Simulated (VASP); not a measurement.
# Be in VASP: further runs, part 2 of 2

VASP 6.6.1.

### Step 3. Single point, PBE

Contents of INCAR:

```
ALGO     = Normal         # electronic algorithm
DIPOL    = 0.5 0.5 0.500
EDIFF    = 1E-6           # SCF threshold, eV
ENCUT    = 520            # plane-wave cutoff, eV
GGA      = PE             # functional
IDIPOL   = 3            
ISIF     = 2              # what is computed and relaxed
ISMEAR   = 0              # smearing method
LASPH    = T              # aspherical terms in the spheres
LCHARG   = F              # write CHGCAR
LDIPOL   = T            
LREAL    = F              # projectors in reciprocal space
LWAVE    = F              # write WAVECAR
NBANDS   = 12             # bands
NELM     = 60             # most SCF steps
PREC     = Accurate       # precision mode
SIGMA    = 0.1            # smearing width, eV
```

Contents of KPOINTS:

```
k-points
0
Gamma
  6 6 1
```

Contents of POSCAR:

```
Be
1.0
    3.3699540000      0.0000000000      0.0000000000
    0.0000000000      3.3699540000      0.0000000000
    0.0000000000      0.0000000000     14.0000000000
Be
4
Direct
    0.7480774100      0.7480774100      0.5000000000
    0.2519225900      0.2519225900      0.5000000000
    0.7480774100      0.2519225900      0.5000000000
    0.2519225900      0.7480774100      0.5000000000
```

Potentials or basis: VASP PAW PBE potentials, release 64 (Be).

On the command line:

```sh
cat potpaw_PBE.64/Be/POTCAR > POTCAR
mpirun -np 1 vasp_std > vasp.out
```

OUTCAR:

```text
EDIFF = 1E-6
   ENCUT = 520
   GGA = PE
   ISIF = 2
   ISMEAR = 0
   LASPH = T
   LREAL = F
   NELM = 60
   PREC = Accurate

 ion  position               nearest neighbor table
   1  0.748  0.748  0.500-   3 1.67   4 1.67   4 1.70   3 1.70   2 2.36   2 2.38   2 2.38
   2  0.252  0.252  0.500-   3 1.67   4 1.67   4 1.70   3 1.70   1 2.36   1 2.38   1 2.38
   3  0.748  0.252  0.500-   1 1.67   2 1.67   2 1.70   1 1.70   4 2.36   4 2.38   4 2.38
   4  0.252  0.748  0.500-   1 1.67   2 1.67   2 1.70   1 1.70   3 2.36   3 2.38   3 2.38

  LATTYP: Found a simple tetragonal cell.
 ALAT       =     3.3699540000
 C/A-ratio  =     4.1543593770

  Lattice vectors:

 A1 = (   3.3699540000,   0.0000000000,   0.0000000000)
 A2 = (   0.0000000000,   3.3699540000,   0.0000000000)
 A3 = (   0.0000000000,   0.0000000000,  14.0000000000)

Analysis of symmetry for initial positions (statically):
=====================================================================
 Subroutine PRICEL returns:
 Original cell was already a primitive cell.

 Routine SETGRP: Setting up the symmetry group for a
 simple tetragonal supercell.

 Subroutine GETGRP returns: Found 16 space group operations
 (whereof 16 operations were pure point group operations)
 out of a pool of 16 trial point group operations.

The static configuration has the point symmetry D_4h.

Analysis of symmetry for dynamics (positions and initial velocities):
=====================================================================
 Subroutine PRICEL returns:
 Original cell was already a primitive cell.

 Routine SETGRP: Setting up the symmetry group for a
 simple tetragonal supercell.

 Subroutine GETGRP returns: Found 16 space group operations
 (whereof 16 operations were pure point group operations)
 out of a pool of 16 trial point group operations.

The dynamic configuration has the point symmetry D_4h.

 Subroutine INISYM returns: Found 16 space group operations
 (whereof 16 operations are pure point group operations),
[... 122 lines left out ...]
   NGX = 13   NGY = 13   NGZ = 53

 number of electron       8.0000000 magnetization

 dipolmoment           0.000000      0.000000      0.000000 electrons x Angstroem

 Free energy of the ion-electron system (eV)
  ---------------------------------------------------
  ext. energy  EPLUGINS =         0.00000000
  ---------------------------------------------------
  free energy    TOTEN  =        -7.52025999 eV

  energy without entropy =       -7.51130888  energy(sigma->0) =       -7.51578443

 E-fermi :  -2.9324     XC(G=0):  -3.0382

 val. band max:       -2.9463143833   @ k =   0.5000   0.0000   0.0000
 cond. band min:      -2.7899160049   @ k =   0.5000   0.0000   0.0000
 fundamental gap:      0.1563983784
 Fermi energy:        -2.9324117407

 k-point     1 :       0.0000    0.0000    0.0000
  band No.  band energies     occupation
      1     -10.5184      2.00000
      2      -5.9690      2.00000
      3      -5.9680      2.00000
      4      -5.8595      2.00000
      5       1.1272      0.00000
      6       2.0511      0.00000
      7       2.7185      0.00000
      8       3.6391      0.00000
      9       3.6391      0.00000
     10       4.3220      0.00000
     11       4.3220      0.00000
     12       5.1655      0.00000
[... 121 lines left out ...]
 k-point    10 :       0.5000    0.5000    0.0000
  band No.  band energies     occupation
      1      -6.6235      2.00000
      2      -6.5651      2.00000
      3      -6.5651      2.00000
      4      -6.5065      2.00000
      5       0.5280      0.00000
      6       0.6250      0.00000
      7       0.6250      0.00000
      8       0.7207      0.00000
      9       7.3135      0.00000
     10       7.3342      0.00000
     11       7.3342      0.00000
     12       7.3542      0.00000

------------------------ aborting loop because EDIFF is reached ----------------------------------------

 vacuum level on the upper side and lower side of the slab       (xc-potential included)        -0.078        -0.078

  FORCE on cell =-STRESS in cart. coord.  units (eV):
  Direction    XX          YY          ZZ          XY          YZ          ZX
  --------------------------------------------------------------------------------------
  -------------------------------------------------------------------------------------
  Total       19.7117288     19.7117288     -0.0012705      0.0000000     -0.0000000      0.0000000
  in kB      198.6366201    198.6366201     -0.0128034      0.0000000     -0.0000000      0.0000000
  external PRESSURE =     132.4201456 kB  Pullay stress =       0.0000000 kB

 VOLUME and BASIS-vectors are now :
 -----------------------------------------------------------------------------
  energy-cutoff  :      520.00
  volume of cell :      158.99
      direct lattice vectors                 reciprocal lattice vectors
     3.369954000  0.000000000  0.000000000     0.296739956  0.000000000  0.000000000
     0.000000000  3.369954000  0.000000000     0.000000000  0.296739956  0.000000000
     0.000000000  0.000000000 14.000000000     0.000000000  0.000000000  0.071428571

 POSITION                                       TOTAL-FORCE (eV/Angst)
 -----------------------------------------------------------------------------------
      2.52099      2.52099      7.00000         0.323098      0.323098      0.000000
      0.84897      0.84897      7.00000        -0.323098     -0.323098      0.000000
      2.52099      0.84897      7.00000         0.323098     -0.323098     -0.000000
      0.84897      2.52099      7.00000        -0.323098      0.323098      0.000000
 -----------------------------------------------------------------------------------
    total drift:                               -0.000000     -0.000000      0.000000

  FREE ENERGIE OF THE ION-ELECTRON SYSTEM (eV)
  ---------------------------------------------------
  free  energy   TOTEN  =        -7.5202599897 eV

  energy  without entropy=       -7.5113088793  energy(sigma->0) =       -7.51578443

 vacuum level on the upper side and lower side of the slab         2.025         2.025
```

stdout:

```text
POSCAR found type information on POSCAR Be
 POSCAR found :  1 types and       4 ions
 scaLAPACK will be used
 LDA part: xc-table for (Slater+PW92), standard interpolation
 POSCAR, INCAR and KPOINTS ok, starting setup
 FFT: planning ... GRIDC
 FFT: planning ... GRID_SOFT
 FFT: planning ... GRID
 WAVECAR not read
 entering main loop
```

Wall time 34 s (1 thread of Intel Xeon 6975P-C, shared host); peak memory 0.26 GiB.

What came out:

* Free energy: -7.5203 eV
* Largest force: 0.457 eV/Å
* Band gap on the k mesh: zero (band 4 reaches -2.79 eV, above the bottom of band 5 at -2.97 eV)

Forces in eV/Å, atoms in the order of the input:
```
Be   0.323  0.323  0.000
Be  -0.323 -0.323  0.000
Be   0.323 -0.323  0.000
Be  -0.323  0.323  0.000
```

### Step 4. Single point, PBE

This run uses another cell than the first one, of 94.37 Å³/atom, 2.374 times its volume.

Contents of INCAR:

```
ALGO     = Normal         # electronic algorithm
DIPOL    = 0.5 0.5 0.294
EDIFF    = 1E-6           # SCF threshold, eV
ENCUT    = 520            # plane-wave cutoff, eV
GGA      = PE             # functional
IDIPOL   = 3            
ISIF     = 2              # what is computed and relaxed
ISMEAR   = 0              # smearing method
LASPH    = T              # aspherical terms in the spheres
LCHARG   = T              # write CHGCAR
LDIPOL   = T            
LELF     = T              # ELF
LREAL    = F              # projectors in reciprocal space
LVACPOTAV= T            
LVHAR    = T            
LWAVE    = F              # write WAVECAR
NBANDS   = 12             # bands
NELM     = 100            # most SCF steps
PREC     = Accurate       # precision mode
SIGMA    = 0.1            # smearing width, eV
```

KPOINTS is that of step 3.

Contents of POSCAR:

```
Be
1.0
    3.9825681648      0.0000000000      0.0000000000
    0.0000000000      3.9825681648      0.0000000000
    0.0000000000      0.0000000000     23.8000000000
Be
4
Direct
    0.7499954337      0.7499954337      0.2941176471
    0.2500045663      0.2500045663      0.2941176471
    0.7499954337      0.2500045663      0.2941176471
    0.2500045663      0.7499954337      0.2941176471
```

On the command line:

```sh
cat potpaw_PBE.64/Be/POTCAR > POTCAR
mpirun -np 1 vasp_std > vasp.out
```

Wall time 66 s (1 thread of Intel Xeon 6975P-C, shared host); peak memory 0.39 GiB.

The run converged. Its results:

| Quantity | Value |
| --- | --- |
| Free energy | -10.5517 eV |
| Band gap on the k mesh | 0.52 eV |

Levels at points of the mesh, in eV from the valence-band top:
```tsv
k point	band 1	band 2	band 3	band 4	band 5	band 6	band 7	band 8	band 9
(0.00, 0.00, 0.00)	-6.67	-2.16	-2.16	-1.52	3.54	3.54	4.09	4.27	4.27
(0.50, 0.00, 0.00)	-5.09	-5.09	0.00	0.00	0.77	0.77	3.97	3.97	6.23
(0.50, 0.50, 0.00)	-3.39	-3.39	-3.39	-3.39	3.05	3.05	3.05	3.05	8.56
```

### Step 5. Single point, PBE

This run uses another cell than the first one, of 94.37 Å³/atom, 2.374 times its volume.

Contents of INCAR:

```
SYSTEM = Be
PREC = Accurate
ENCUT = 520
EDIFF = 1E-6
ISMEAR = 0
SIGMA = 0.02
LREAL = .False.
LASPH = .True.
NELM = 100
ALGO = Normal
ISIF = 2
LWAVE = .False.
LCHARG = .False.
LDIPOL = .True.
IDIPOL = 3
DIPOL = 0.5 0.5 0.294
GGA = PE
NBANDS = 12
```

Contents of KPOINTS:

```
regular mesh
0
Gamma
  10 10 1
  0 0 0
```

POSCAR is that of step 4.

On the command line:

```sh
cat potpaw_PBE.64/Be/POTCAR > POTCAR
mpirun -np 1 vasp_std > vasp.out
```

Wall time 1.9 min (1 thread of Intel Xeon 6975P-C, shared host); peak memory 0.42 GiB.

The run converged. Its results:

* Free energy: -10.5160 eV
* Band gap on the k mesh: 0.09 eV

Levels at points of the mesh, in eV from the valence-band top:
```
           k point  band 1  band 2  band 3  band 4  band 5  band 6  band 7  band 8  band 9
(0.00, 0.00, 0.00)   -6.70   -2.19   -2.19   -1.56    3.50    3.50    4.03    4.24    4.24
(0.50, 0.00, 0.00)   -5.12   -5.12   -0.03   -0.03    0.73    0.73    3.94    3.94    6.17
(0.50, 0.50, 0.00)   -3.42   -3.42   -3.42   -3.42    3.01    3.01    3.01    3.01    8.49
```

### Step 6. Single point, PBE

This run uses another cell than the first one, of 94.92 Å³/atom, 2.388 times its volume.

Contents of INCAR:

```
  PREC = Accurate
  ENCUT = 520
  EDIFF = 1E-6
  ISMEAR = 0
  SIGMA = 0.02
  LREAL = False
  LASPH = True
  NELM = 80
  ALGO = Normal
  ISIF = 2
  LWAVE = False
  LCHARG = True
  LDIPOL = True
  IDIPOL = 3
  DIPOL = 0.5 0.5 0.294
  GGA = PE
  LELF = True
  LVHAR = True
  LVACPOTAV = True
  NBANDS = 12
```

Contents of KPOINTS:

```
Automatic mesh
0
Gamma
  10 10 1
```

Contents of POSCAR:

```
Be
1.0
    3.9941361877      0.0000000000      0.0000000000
    0.0000000000      3.9941361877      0.0000000000
    0.0000000000      0.0000000000     23.8000000000
Be
4
Direct
    0.7500000000      0.7500000000      0.2941176471
    0.2500000000      0.2500000000      0.2941176471
    0.7500000000      0.2500000000      0.2941176471
    0.2500000000      0.7500000000      0.2941176471
```

Potentials or basis: VASP PAW PBE potentials, release 64 (Be).

On the command line:

```sh
cat potpaw_PBE.64/Be/POTCAR > POTCAR
mpirun -np 1 vasp_std > vasp.out
```

OUTCAR:

```text
PREC = Accurate
   ENCUT = 520
   EDIFF = 1E-6
   ISMEAR = 0
   LREAL = False
   LASPH = True
   NELM = 80
   ISIF = 2
   GGA = PE

 ion  position               nearest neighbor table
   1  0.750  0.750  0.294-   3 2.00   4 2.00   3 2.00   4 2.00
   2  0.250  0.250  0.294-   3 2.00   4 2.00   4 2.00   3 2.00
   3  0.750  0.250  0.294-   1 2.00   2 2.00   1 2.00   2 2.00
   4  0.250  0.750  0.294-   1 2.00   2 2.00   2 2.00   1 2.00

  LATTYP: Found a simple tetragonal cell.
 ALAT       =     3.9941361877
 C/A-ratio  =     5.9587352262

  Lattice vectors:

 A1 = (   3.9941361877,   0.0000000000,   0.0000000000)
 A2 = (   0.0000000000,   3.9941361877,   0.0000000000)
 A3 = (   0.0000000000,   0.0000000000,  23.8000000000)

Analysis of symmetry for initial positions (statically):
=====================================================================
 Subroutine PRICEL returns following result:

  LATTYP: Found a simple tetragonal cell.
 ALAT       =     1.9970680939
 C/A-ratio  =    11.9174704525

  Lattice vectors:

 A1 = (   1.9970680939,   0.0000000000,   0.0000000000)
 A2 = (   0.0000000000,   1.9970680939,   0.0000000000)
 A3 = (   0.0000000000,   0.0000000000,  23.8000000000)

   4 primitive cells build up your supercell.

 Routine SETGRP: Setting up the symmetry group for a
 simple tetragonal supercell.

 Subroutine GETGRP returns: Found 16 space group operations
 (whereof  8 operations were pure point group operations)
 out of a pool of 16 trial point group operations.

The static configuration has the point symmetry C_4v.
 The point group associated with its full space group is D_4h.

Analysis of symmetry for dynamics (positions and initial velocities):
=====================================================================
 Subroutine PRICEL returns following result:

  LATTYP: Found a simple tetragonal cell.
 ALAT       =     1.9970680939
 C/A-ratio  =    11.9174704525

  Lattice vectors:

[... 144 lines left out ...]
 NGX is ok and might be reduce to    30
   NGX = 15   NGY = 15   NGZ = 89

 dipolmoment           0.000000      0.000000     -0.000001 electrons x Angstroem

 number of electron       8.0000000 magnetization

 dipolmoment           0.000000      0.000000      0.000002 electrons x Angstroem

 Free energy of the ion-electron system (eV)
  ---------------------------------------------------
  ext. energy  EPLUGINS =         0.00000000
  ---------------------------------------------------
  free energy    TOTEN  =       -10.51694815 eV

  energy without entropy =      -10.51694278  energy(sigma->0) =      -10.51694546

 E-fermi :  -3.8382     XC(G=0):  -1.7025

 val. band max:       -3.8863510862   @ k =   0.4000   0.1000   0.0000
 cond. band min:      -3.7928192631   @ k =   0.3000   0.3000   0.0000
 fundamental gap:      0.0935318230
 Fermi energy:        -3.8382121604

 k-point     1 :       0.0000    0.0000    0.0000
  band No.  band energies     occupation
      1     -10.5826      2.00000
      2      -6.0723      2.00000
      3      -6.0723      2.00000
      4      -5.4405      2.00000
      5      -0.4465      0.00000
      6      -0.4465      0.00000
      7       0.1306      0.00000
      8       0.3140      0.00000
      9       0.3140      0.00000
     10       0.8053      0.00000
     11       1.1313      0.00000
     12       1.8100      0.00000
[... 286 lines left out ...]
 k-point    21 :       0.5000    0.5000    0.0000
  band No.  band energies     occupation
      1      -7.3111      2.00000
      2      -7.3111      2.00000
      3      -7.3111      2.00000
      4      -7.3111      2.00000
      5      -0.8921      0.00000
      6      -0.8921      0.00000
      7      -0.8921      0.00000
      8      -0.8921      0.00000
      9       4.5736      0.00000
     10       4.5745      0.00000
     11       4.6982      0.00000
     12       4.7677      0.00000

------------------------ aborting loop because EDIFF is reached ----------------------------------------

  FORCE on cell =-STRESS in cart. coord.  units (eV):
  Direction    XX          YY          ZZ          XY          YZ          ZX
  --------------------------------------------------------------------------------------
  -------------------------------------------------------------------------------------
  Total        0.0348302      0.0348302     -0.0014023      0.0000000      0.0000000      0.0000000
  in kB        0.1469750      0.1469750     -0.0059175      0.0000000      0.0000000      0.0000000
  external PRESSURE =       0.0960108 kB  Pullay stress =       0.0000000 kB

 VOLUME and BASIS-vectors are now :
 -----------------------------------------------------------------------------
  energy-cutoff  :      520.00
  volume of cell :      379.68
      direct lattice vectors                 reciprocal lattice vectors
     3.994136188  0.000000000  0.000000000     0.250367026  0.000000000  0.000000000
     0.000000000  3.994136188  0.000000000     0.000000000  0.250367026  0.000000000
     0.000000000  0.000000000 23.800000000     0.000000000  0.000000000  0.042016807

 POSITION                                       TOTAL-FORCE (eV/Angst)
 -----------------------------------------------------------------------------------
      2.99560      2.99560      7.00000         0.000000      0.000000      0.000000
      0.99853      0.99853      7.00000        -0.000000     -0.000000     -0.000000
      2.99560      0.99853      7.00000        -0.000000     -0.000000     -0.000000
      0.99853      2.99560      7.00000        -0.000000      0.000000      0.000000
 -----------------------------------------------------------------------------------
    total drift:                               -0.000000     -0.000000      0.000009

  FREE ENERGIE OF THE ION-ELECTRON SYSTEM (eV)
  ---------------------------------------------------
  free  energy   TOTEN  =       -10.5169481474 eV

  energy  without entropy=      -10.5169427821  energy(sigma->0) =      -10.51694546

 vacuum level on the upper side and lower side of the slab         1.004         1.004
```

Wall time 2.1 min (1 thread of Intel Xeon 6975P-C, shared host); peak memory 0.42 GiB.

What came out:

```yaml
Free_energy: -10.5169 eV
Band_gap_on_the_k_mesh: 0.09 eV
```

Levels at points of the mesh, in eV from the valence-band top:
```tsv
k point	band 1	band 2	band 3	band 4	band 5	band 6	band 7	band 8
(0.00, 0.00, 0.00)	-6.70	-2.19	-2.19	-1.55	3.44	3.44	4.02	4.20
(0.50, 0.00, 0.00)	-5.12	-5.12	-0.04	-0.04	0.72	0.72	3.88	3.88
(0.50, 0.50, 0.00)	-3.42	-3.42	-3.42	-3.42	2.99	2.99	2.99	2.99
```

### Step 7. Overview

| cell | k mesh | smearing | gap on the mesh (eV) |
| --- | --- | --- | --- |
| a = 3.370, b = 3.370, c = 14.000 Å, 4 atoms | 6 × 6 × 1 | gaussian 0.1 eV | none |
| a = 3.983, b = 3.983, c = 23.800 Å, 4 atoms | 6 × 6 × 1 | gaussian 0.1 eV | 0.52 |
| a = 3.983, b = 3.983, c = 23.800 Å, 4 atoms | 10 × 10 × 1 | gaussian 0.02 eV | 0.09 |
| a = 3.994, b = 3.994, c = 23.800 Å, 4 atoms | 10 × 10 × 1 | gaussian 0.02 eV | 0.09 |

Alike in all rows: task single point; level PBE; potentials or basis VASP PAW PBE potentials, release 64 (Be); no spin polarisation; cutoff (eV) 520.

Total energies depend on the potentials used, so only differences within one code and one set of settings carry meaning.
